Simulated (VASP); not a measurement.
**GaO3: relaxation of cell and atoms with PBE**

GaO3:

```
Ga O
1.0
    -2.35567    2.35567    2.35567
     2.35567   -2.35567    2.35567
     2.35567    2.35567   -2.35567
Ga O
1 3
Direct
  0.00000 0.00000 0.00000
  0.00000 0.50000 0.50000
  0.50000 0.00000 0.50000
  0.50000 0.50000 0.00000
```

| Property | Result |
| --- | --- |
| Program | VASP 6.6.1 |
| Task | relaxation of cell and atoms |
| Functional | PBE |
| Potentials or basis | VASP PAW PBE potentials, release 64 (Ga_d, O) |
| Cutoff | 600 eV |
| k mesh | 6 × 6 × 6 |
| Occupations | gaussian, width 0.1 eV |
| Spin | no spin polarisation |
| Dipole correction | no |
| Further INCAR settings | ALGO = Normal; EDIFF = 1e-06; IBRION = 2; EDIFFG = -0.04; NSW = 90; ISIF = 3 |

- Relaxed volume: 8.97 Å³/atom
- Relaxed cell: a = 3.599 Å, b = 3.599 Å, c = 3.599 Å, α = 109.47°, β = 109.47°, γ = 109.47°
- Space group after relaxing (to 0.05 Å): Im-3m (No. 229)
- Energy gained by relaxing: 520.5 meV/atom
- Ionic steps: 3
- Pressure after relaxing: -0.2 GPa

The path:
```csv
step,energy change (eV),largest force (eV/Å),pressure (GPa),volume (Å³)
1,0.0000,0.0000,-27.73,52.29
2,-2.0622,0.0000,-5.33,36.97
3,-2.0820,0.0000,-0.15,35.89
```

Final structure:
```yaml
crystal:
  lattice:
    - [-2.07790, 2.07790, 2.07790]
    - [2.07790, -2.07790, 2.07790]
    - [2.07790, 2.07790, -2.07790]
  atoms:
    - { symbol: Ga, position: [0.00000, 0.00000, 0.00000] }
    - { symbol: O, position: [0.00000, 0.50000, 0.50000] }
    - { symbol: O, position: [0.50000, 0.00000, 0.50000] }
    - { symbol: O, position: [0.50000, 0.50000, 0.00000] }
```

Levels at points of the mesh, in eV from the Fermi level:
| k point | band 12 | band 13 | band 14 | band 15 | band 16 | band 17 | band 18 | band 19 |
| --- | --- | --- | --- | --- | --- | --- | --- | --- |
| (0.00, 0.00, 0.00) | -4.36 | -4.36 | -4.36 | -0.32 | 1.55 | 1.55 | 1.55 | 10.35 |
| (0.50, 0.00, 0.00) | -2.84 | -2.44 | -2.08 | -2.00 | -1.29 | 1.69 | 5.32 | 7.28 |
| (0.50, 0.50, 0.50) | -2.84 | -2.84 | -2.84 | 0.47 | 1.74 | 1.74 | 1.74 | 11.36 |

Run time: 2.7 min on 1 thread of AMD EPYC 7571, with other jobs on the host, peak memory 0.18 GiB.

Caveat: the volume moved by over 15 % at a fixed basis, so the end points are rough; an odd number of electrons without spin polarisation forces a metal; a magnetic or distorted state may lie lower.
